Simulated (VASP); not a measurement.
# InSb (F-43m) in VASP: a series of runs, part 2 of 3

VASP 6.6.1. Earlier steps stand in the parts before.

## (4) Single point, r2SCAN (strain +4.0%)

Contents of POSCAR:

```
InSb
1.0
    0.0000000000      3.4106935382      3.4106935382
    3.4106935382      0.0000000000      3.4106935382
    3.4106935382      3.4106935382      0.0000000000
In Sb
1 1
Direct
    0.0000000000      0.0000000000      0.0000000000
    0.2500000000      0.2500000000      0.2500000000
```

Contents of INCAR.step1:

```
SYSTEM = InSb
  ALGO = Normal
  EDIFF = 1E-4
  ENCUT = 520
  GGA = PE
  ISMEAR = -1
  LASPH = .TRUE.
  LCHARG = .FALSE.
  LREAL = .FALSE.
  LWAVE = .TRUE.
  NBANDS = 16
  NELM = 100
  PREC = Accurate
  SIGMA = 0.02
```

Contents of INCAR.step2:

```
SYSTEM = InSb
  ALGO = Normal
  EDIFF = 1E-6
  ENCUT = 520
  ISIF = 2
  ISMEAR = -1
  ISTART = 1
  LASPH = .TRUE.
  LCHARG = .FALSE.
  LMIXTAU = .TRUE.
  LREAL = .FALSE.
  LWAVE = .FALSE.
  METAGGA = R2SCAN
  NBANDS = 16
  NELM = 100
  PREC = Accurate
  SIGMA = 0.02
```

Contents of KPOINTS:

```
k-points
0
G
  6 6 6
  0 0 0
```

Potentials or basis: VASP PAW PBE potentials, release 64 (In_d, Sb).

Started as:

```console
> cat potpaw_PBE.64/In_d/POTCAR potpaw_PBE.64/Sb/POTCAR > POTCAR
> cp INCAR.step1 INCAR
> mpirun -np 1 vasp_std > vasp.out
> cp INCAR.step2 INCAR
> mpirun -np 1 vasp_std > vasp.out
```

OUTCAR:

```text
SYSTEM = InSb
   EDIFF = 1E-6
   ENCUT = 520
   ISIF = 2
   ISMEAR = -1
   ISTART = 1
   LASPH = .TRUE.
   LREAL = .FALSE.
   METAGGA = R2SCAN
   NELM = 100
   PREC = Accurate

 ion  position               nearest neighbor table
   1  0.000  0.000  0.000-   2 2.95   2 2.95   2 2.95   2 2.95
   2  0.250  0.250  0.250-   1 2.95   1 2.95   1 2.95   1 2.95

  LATTYP: Found a face centered cubic cell.
 ALAT       =     6.8213870764

  Lattice vectors:

 A1 = (   0.0000000000,   3.4106935382,   3.4106935382)
 A2 = (   3.4106935382,   0.0000000000,   3.4106935382)
 A3 = (   3.4106935382,   3.4106935382,   0.0000000000)

Analysis of symmetry for initial positions (statically):
=====================================================================
 Subroutine PRICEL returns:
 Original cell was already a primitive cell.

 Routine SETGRP: Setting up the symmetry group for a
 face centered cubic supercell.

 Subroutine GETGRP returns: Found 24 space group operations
 (whereof 24 operations were pure point group operations)
 out of a pool of 48 trial point group operations.

The static configuration has the point symmetry T_d .

Analysis of symmetry for dynamics (positions and initial velocities):
=====================================================================
 Subroutine PRICEL returns:
 Original cell was already a primitive cell.

 Routine SETGRP: Setting up the symmetry group for a
 face centered cubic supercell.

 Subroutine GETGRP returns: Found 24 space group operations
 (whereof 24 operations were pure point group operations)
 out of a pool of 48 trial point group operations.

The dynamic configuration has the point symmetry T_d .

 Subroutine INISYM returns: Found 24 space group operations
 (whereof 24 operations are pure point group operations),
 and found     1 'primitive' translations

----------------------------------------------------------------------------------------

                                     Primitive cell

  volume of cell :      79.3520

  direct lattice vectors                    reciprocal lattice vectors
     0.000000000  3.410693538  3.410693538    -0.146597750  0.146597750  0.146597750
     3.410693538  0.000000000  3.410693538     0.146597750 -0.146597750  0.146597750
     3.410693538  3.410693538  0.000000000     0.146597750  0.146597750 -0.146597750

  length of vectors
     4.823449059  4.823449059  4.823449059     0.253914752  0.253914752  0.253914752

  position of ions in fractional coordinates (direct lattice)
     0.000000000  0.000000000  0.000000000
     0.250000000  0.250000000  0.250000000

  ion indices of the primitive-cell ions
   primitive index   ion index
                 1           1
                 2           2

----------------------------------------------------------------------------------------

 KPOINTS: k-points

Automatic generation of k-mesh.
 Grid dimensions read from file:
 generate k-points for:    6    6    6

 Generating k-lattice:

  Cartesian coordinates                     Fractional coordinates (reciprocal lattice)
    -0.024432958  0.024432958  0.024432958     0.166666667  0.000000000  0.000000000
     0.024432958 -0.024432958  0.024432958     0.000000000  0.166666667  0.000000000
     0.024432958  0.024432958 -0.024432958     0.000000000  0.000000000  0.166666667

  Length of vectors
     0.042319125  0.042319125  0.042319125

  Shift w.r.t. Gamma in fractional coordinates (k-lattice)
     0.000000000  0.000000000  0.000000000

 Subroutine IBZKPT returns following result:
 ===========================================

 Found     16 irreducible k-points:

 Following reciprocal coordinates:
            Coordinates               Weight
  0.000000  0.000000  0.000000      1.000000
  0.166667  0.000000  0.000000      8.000000
  0.333333  0.000000  0.000000      8.000000
  0.500000  0.000000  0.000000      4.000000
  0.166667  0.166667  0.000000      6.000000
  0.333333  0.166667  0.000000     24.000000
[... 8 lines left out ...]
 -0.333333  0.333333  0.166667     24.000000
 -0.333333  0.500000  0.166667     12.000000
   k-points           NKPTS =     16   k-points in BZ     NKDIM =     16   number of bands    NBANDS=     16
   number of dos      NEDOS =    301   number of ions     NIONS =      2
   total plane-waves  NPLWV =  46656
   dimension x,y,z NGX =    36 NGY =   36 NGZ =   36
   dimension x,y,z NGXF=    72 NGYF=   72 NGZF=   72
   ions per type =               1   1
   NGX,Y,Z   is equivalent  to a cutoff of  12.41, 12.41, 12.41 a.u.
   NGXF,Y,Z  is equivalent  to a cutoff of  24.82, 24.82, 24.82 a.u.
 SYSTEM =  InSb
   PREC   = accura    normal or accurate (medium, high low for compatibility)
   ISTART =      1    job   : 0-new  1-cont  2-samecut
   ICHARG =      0    charge: 1-file 2-atom 10-const
   ISPIN  =      1    spin polarized calculation?
   LNONCOLLINEAR =      F non collinear calculations
   LSORBIT =      F    spin-orbit coupling
   LASPH  =      T    aspherical Exc in radial PAW
   ENCUT  =  520.0 eV  38.22 Ry    6.18 a.u.   8.97  8.97  8.97*2*pi/ulx,y,z
   NELM   =    100;   NELMIN=  2; NELMDL=  0     # of ELM steps
   EDIFF  = 0.1E-05   stopping-criterion for ELM
   LREAL  =      F    real-space projection
   EDIFFG = 0.1E-04   stopping-criterion for IOM
   NSW    =      0    number of steps for IOM
   IBRION =     -1    ionic relax: 0-MD 1-quasi-New 2-CG
   NFREE  =      0    steps in history (QN), initial steepest desc. (CG)
   ISIF   =      2    stress and relaxation
   ISYM   =      2    0-nonsym 1-usesym 2-fastsym
   POTIM  = 0.5000    time-step for ionic-motion
   TEBEG  =    0.0;   TEEND  =   0.0 temperature during run
   PSTRESS=    0.0 pullay stress
   NELECT =      18.0000    total number of electrons
   NUPDOWN=      -1.0000    fix difference up-down
   EMIN   =  10.00;   EMAX   =-10.00  energy-range for DOS
   EFERMI =   0.00;   METHOD = LEGACY
   ISMEAR =    -1;   SIGMA  =   0.02  broadening in eV -4-tet -1-fermi 0-gaus
   EFERMI_NEDOS =   21; number of points for ismear=-14 and -15
   IALGO  =     38    algorithm
   IMIX   =      4    mixing-type and parameters
     AMIX     =   0.40;   BMIX     =  1.00
     AMIX_MAG =   1.60;   BMIX_MAG =  1.00
  volume/ion in A,a.u.               =      39.68       267.75
  Fermi-wavevector in a.u.,A,eV,Ry     =   0.998419  1.886739 13.562847  0.996841
  Thomas-Fermi vector in A             =   2.130641
   LORBIT       =      0    0 simple, 1 ext, 2 COOP (PROOUT), +10 PAW based schemes
   METAGGA = R2SCAN    functional components
   LHFCALC =     F    Hartree Fock is set to
   AEXX    =    0.0000 exact exchange contribution
   IVDW    =     0    specifies the selected vdW correction
   LEPSILON=     F    determine dielectric tensor
   LRPA    =     F    only Hartree local field effects (RPA)
 non-spin polarized calculation
  energy-cutoff  :      520.00
  volume of cell :       79.35
 maximum number of plane-waves:      2158
   NGX = 17   NGY = 17   NGZ = 17

 number of electron      17.9999990 magnetization

 Free energy of the ion-electron system (eV)
  ---------------------------------------------------
  ext. energy  EPLUGINS =         0.00000000
  ---------------------------------------------------
  free energy    TOTEN  =       -48.63210103 eV

  energy without entropy =      -48.63174737  energy(sigma->0) =      -48.63192420

 E-fermi :   3.4309     XC(G=0):  -8.5642

 val. band max:        3.4170593980   @ k =   0.0000   0.0000   0.0000
 cond. band min:       3.9613929557   @ k =   0.5000   0.0000   0.0000
 fundamental gap:      0.5443335577
 Fermi energy:         3.4309224832

 k-point     1 :       0.0000    0.0000    0.0000
  band No.  band energies     occupation
      1     -11.4354      2.00000
      2     -11.4353      2.00000
      3     -11.4353      2.00000
      4     -11.3734      2.00000
      5     -11.3734      2.00000
      6      -6.7927      2.00000
[... 8 lines left out ...]
     15      11.8177      0.00000
     16      11.8177      0.00000
[... 267 lines left out ...]
 k-point    16 :      -0.3333    0.5000    0.1667
  band No.  band energies     occupation
      1     -11.4766      2.00000
      2     -11.4154      2.00000
      3     -11.4096      2.00000
      4     -11.3800      2.00000
      5     -11.3698      2.00000
      6      -5.2273      2.00000
[... 8 lines left out ...]
     15      12.9378      0.00000
     16      13.8225      0.00000

------------------------ aborting loop because EDIFF is reached ----------------------------------------

  FORCE on cell =-STRESS in cart. coord.  units (eV):
  Direction    XX          YY          ZZ          XY          YZ          ZX
  --------------------------------------------------------------------------------------
  -------------------------------------------------------------------------------------
  Total       -1.9066458     -1.9066458     -1.9066458      0.0000000      0.0000000      0.0000000
  in kB      -38.4966126    -38.4966126    -38.4966126      0.0000000      0.0000000      0.0000000
  external PRESSURE =     -38.4966126 kB  Pullay stress =       0.0000000 kB

 VOLUME and BASIS-vectors are now :
 -----------------------------------------------------------------------------
  energy-cutoff  :      520.00
  volume of cell :       79.35
      direct lattice vectors                 reciprocal lattice vectors
     0.000000000  3.410693538  3.410693538    -0.146597750  0.146597750  0.146597750
     3.410693538  0.000000000  3.410693538     0.146597750 -0.146597750  0.146597750
     3.410693538  3.410693538  0.000000000     0.146597750  0.146597750 -0.146597750

 POSITION                                       TOTAL-FORCE (eV/Angst)
 -----------------------------------------------------------------------------------
      0.00000      0.00000      0.00000         0.000000      0.000000      0.000000
      1.70535      1.70535      1.70535        -0.000000     -0.000000     -0.000000
 -----------------------------------------------------------------------------------
    total drift:                               -0.000001     -0.000001     -0.000001

  FREE ENERGIE OF THE ION-ELECTRON SYSTEM (eV)
  ---------------------------------------------------
  free  energy   TOTEN  =       -48.6321010260 eV

  energy  without entropy=      -48.6317473695  energy(sigma->0) =      -48.63192420
```

Wall time 2.7 min (1 thread of AMD EPYC 7R13, shared host); peak memory 0.23 GiB.

What came out:

```
Free energy            : -48.6321 eV
Pressure               : -3.8 GPa
Band gap on the k mesh : zero (filled and empty bands touch)
```

Caveat: the cell differs from its parent crystal (strain +4.0%); the cell stands under tension; semilocal functionals underestimate gaps, and a narrow one can read as zero; the PAW data sets were made with another functional, which shifts forces and pressure a little; spin-orbit coupling is left out, which moves the levels of the heavy elements.

## (5) Single point, r2SCAN, non-collinear spin, zero start, spin-orbit coupling (strain -4.0%)

Contents of POSCAR:

```
InSb
1.0
    0.0000000000      3.1483324968      3.1483324968
    3.1483324968      0.0000000000      3.1483324968
    3.1483324968      3.1483324968      0.0000000000
In Sb
1 1
Direct
    0.0000000000      0.0000000000      0.0000000000
    0.2500000000      0.2500000000      0.2500000000
```

Contents of INCAR.step1:

```
ALGO     = Normal         # electronic algorithm
EDIFF    = 1E-4           # SCF threshold, eV
ENCUT    = 520            # plane-wave cutoff, eV
GGA      = PE             # functional
GGA_COMPAT= F            
ISMEAR   = -1             # smearing method
LASPH    = T              # aspherical terms in the spheres
LCHARG   = F              # write CHGCAR
LNONCOLLINEAR= T              # non-collinear magnetism
LREAL    = F              # projectors in reciprocal space
LSORBIT  = T              # spin-orbit coupling
LWAVE    = T              # write WAVECAR
MAGMOM   = 0 0 0 0 0 0    # initial moments
NBANDS   = 30             # bands
NELM     = 150            # most SCF steps
PREC     = Accurate       # precision mode
SIGMA    = 0.02           # smearing width, eV
```

Contents of INCAR.step2:

```
ALGO     = Normal         # electronic algorithm
EDIFF    = 1E-7           # SCF threshold, eV
ENCUT    = 520            # plane-wave cutoff, eV
GGA_COMPAT= F            
ISIF     = 2              # what is computed and relaxed
ISMEAR   = -1             # smearing method
ISTART   = 1            
LASPH    = T              # aspherical terms in the spheres
LCHARG   = F              # write CHGCAR
LMIXTAU  = T            
LNONCOLLINEAR= T              # non-collinear magnetism
LORBIT   = 11             # projections on sites
LORBMOM  = T            
LREAL    = F              # projectors in reciprocal space
LSORBIT  = T              # spin-orbit coupling
LWAVE    = F              # write WAVECAR
MAGMOM   = 0 0 0 0 0 0    # initial moments
METAGGA  = R2SCAN         # meta-GGA
NBANDS   = 30             # bands
NELM     = 150            # most SCF steps
PREC     = Accurate       # precision mode
SIGMA    = 0.02           # smearing width, eV
```

Contents of KPOINTS:

```
k-points
0
Gamma
  6 6 6
```

Started as:

```console
> cat potpaw_PBE.64/In_d/POTCAR potpaw_PBE.64/Sb/POTCAR > POTCAR
> cp INCAR.step1 INCAR
> mpirun -np 1 vasp_ncl > vasp.out
> cp INCAR.step2 INCAR
> mpirun -np 1 vasp_ncl > vasp.out
```

Run time: 14 min. Hardware: 1 thread of AMD EPYC 7R13, shared host; peak memory 0.49 GiB.

It converged, with:

* Free energy: -48.6835 eV
* Pressure: 7.1 GPa
* Net moment: 0.00 μB per cell
* Valence electrons inside the program's atomic spheres: In 11.58; Sb 2.55

Moments on the atoms (μB; x, y, z):
```
In  0.00 0.00 0.00
Sb  0.00 0.00 0.00
```

Caveat: the cell differs from its parent crystal (strain -4.0%); the cell stands under pressure; the PAW data sets were made with another functional, which shifts forces and pressure a little.

(Continued in part 3 of 3.)

The gap in the log of VASP goes by the Fermi energy; the results here count the filled bands.